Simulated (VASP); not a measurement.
Runs of VASP 6.6.1 on MnSb. The structure is that of space group P6_3/mmc (No. 194), or close to it. The cells are those of the table. 

```tsv
level	potentials or basis	fixed moment (μB)	cell	k mesh	cutoff (eV)	k mesh for the DOS	occupations for the DOS	gap on the mesh (eV)	pressure (GPa)	moment (μB)
LDA	VASP PAW LDA potentials, release 64 (Sb, Mn_pv)	-	a = 4.231, b = 4.231, c = 5.893 Å, angles 90.0, 90.0, 120.0°, 4 atoms	7 × 7 × 5	520	-	-	none	-12.7	(a)
PBE	VASP PAW PBE potentials, release 64 (Sb_d_GW, Mn_sv)	12.0	a = 4.150, b = 4.150, c = 5.780 Å, angles 90.0, 90.0, 120.0°, 4 atoms	6 × 6 × 4	680	-	-	-	20.1	12.00
PBE	VASP PAW PBE potentials, release 64 (Sb, Mn_pv)	-	a = 4.150, b = 4.150, c = 5.780 Å, angles 90.0, 90.0, 120.0°, 4 atoms	7 × 7 × 5	520	11 × 11 × 8	tetrahedron	-	-	6.71
PBEsol	VASP PAW PBE potentials, release 64 (Sb, Mn_pv)	-	a = 4.094, b = 4.094, c = 5.702 Å, angles 90.0, 90.0, 120.0°, 4 atoms	7 × 7 × 5	520	-	-	none	(b)	6.44
PBEsol	VASP PAW PBE potentials, release 64 (Sb, Mn_pv)	-	a = 4.177, b = 4.177, c = 5.818 Å, angles 90.0, 90.0, 120.0°, 4 atoms	7 × 7 × 5	520	-	-	none	-7.7	6.82
PBEsol	VASP PAW PBE potentials, release 64 (Sb, Mn_pv)	-	a = 4.065, b = 4.065, c = 5.662 Å, angles 90.0, 90.0, 120.0°, 4 atoms	7 × 7 × 5	520	-	-	none	-4.4	6.31
PBEsol	VASP PAW PBE potentials, release 64 (Sb, Mn_pv)	-	a = 4.122, b = 4.122, c = 5.741 Å, angles 90.0, 90.0, 120.0°, 4 atoms	7 × 7 × 5	520	-	-	none	-6.3	6.57
LDA	VASP PAW LDA potentials, release 64 (Sb, Mn_pv)	-	a = 4.177, b = 4.177, c = 5.818 Å, angles 90.0, 90.0, 120.0°, 4 atoms	7 × 7 × 5	520	-	-	none	-11.8	6.49
```

Alike in all rows: task single point; spin collinear, ferromagnetic start; smearing fermi-dirac 0.05 eV.

**Question.** Estimate the missing entries.

**Answer.** (a) 6.73; (b) -5.4.

Caveats: spin-orbit coupling is left out, which moves the levels of the heavy elements; the run started ferromagnetic, and an antiferromagnetic order may lie lower in energy; the cell stands under tension (at least some runs); the PAW data sets were made with another functional, which shifts forces and pressure a little (at least some runs); the cell stands under pressure (at least some runs); the total moment is fixed, so each spin has its own Fermi level and the state may be an excited one (at least some runs).

A k mesh can miss the band edges, and the runs leave out spin-orbit coupling on Sb.

A gap of «none» marks levels without a gap at the run's occupations.

The runs don't all hold the same shells in valence.
